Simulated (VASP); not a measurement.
The system is AlN.

```xyz
2
Lattice="0.0000 2.2016 2.2016 2.2016 0.0000 2.2016 2.2016 2.2016 0.0000" Properties=species:S:1:pos:R:3 pbc="T T T"
Al   -0.0622    0.0159    0.0214
N     3.3646    3.2865    3.2810
```

This cell differs from its parent crystal: all atoms moved at random, sigma 0.1 Å a component.

- Program: VASP 6.6.1
- Task: relaxation of cell and atoms
- Functional: PBE
- Potentials or basis: VASP PAW PBE potentials, release 64 (Al, N)
- Cutoff: 600 eV
- k mesh: 8 × 8 × 8
- Occupations: gaussian, width 0.05 eV
- Spin: no spin polarisation

At the start: pressure 1.9 GPa; volume 10.67 Å³/atom.

Question: How do energy, volume and symmetry change on relaxing?

Answer: Over 10 steps the energy falls by 68.0 meV/atom and the volume is 10.65 Å³/atom (-0.2 %); space group F-43m (No. 216, to 0.05 Å).

The path:
| step | energy change (eV) | largest force (eV/Å) | pressure (GPa) | volume (Å³) |
| --- | --- | --- | --- | --- |
| 1 | 0.0000 | 2.1245 | 1.90 | 21.34 |
| 2 | -0.0253 | 1.0421 | -0.88 | 21.71 |
| 3 | -0.1176 | 0.3998 | -2.01 | 21.53 |
| 4 | -0.1323 | 0.1821 | 1.13 | 21.18 |
| 5 | -0.1329 | 0.0858 | 0.54 | 21.24 |
| 6 | -0.1354 | 0.0874 | 0.09 | 21.29 |
| 7 | -0.1357 | 0.0482 | 0.19 | 21.28 |
| 8 | -0.1359 | 0.0210 | -0.13 | 21.31 |
| 9 | -0.1359 | 0.0161 | -0.07 | 21.31 |
| 10 | -0.1359 | 0.0051 | 0.00 | 21.30 |

Final structure:
```xyz
2
Lattice="0.0002 2.2013 2.2011 2.1984 0.0001 2.2009 2.1984 2.2010 0.0001" Properties=species:S:1:pos:R:3 pbc="T T T"
Al    0.0003    2.2012    2.2011
N     3.2976    3.3018    3.3017
```

Caveat: the cell differs from its parent crystal (all atoms moved at random, sigma 0.1 Å a component).
